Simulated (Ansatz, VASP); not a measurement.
# Two plane-wave programs on Fe

```
Fe
1.0
    -1.43325    1.43325    1.43325
     1.43325   -1.43325    1.43325
     1.43325    1.43325   -1.43325
Fe
1
Direct
  0.00000 0.00000 0.00000
```

Alike in both runs: functional r2SCAN; k mesh 20 × 20 × 20; occupations gaussian, width 0.1 eV; collinear spin.

Ansatz relaxed the structure, and its values are those at the end. VASP's run is a single point on that final structure, the one shown.

```csv
,VASP,Ansatz
version,VASP 6.6.1,Ansatz 0.2.0
potentials or method,"VASP PAW PBE potentials, release 64 (Fe), cutoff 520 eV","scalar-relativistic, plane waves, PAW"
valence electrons in the cell,8,16
```

```tsv
	VASP	Ansatz	Ansatz less VASP
gap on the k mesh at the Fermi level (eV)	none	none	-
pressure (GPa)	-0.4	0.0	+0.34
net moment per atom (μB)	2.65	2.65	+0.002
size of the moment on the site where the two differ most (μB)	2.72	2.81	+0.088
```

VASP's potentials were made for PBE, not for r2SCAN. Site moments also hang on the region over which each program counts them. A gap of «none» marks a metal or a gap that the smearing closes. VASP's potentials hold 8 valence electrons a cell and Ansatz's 16, so a difference there can come from the potentials and not from the codes.
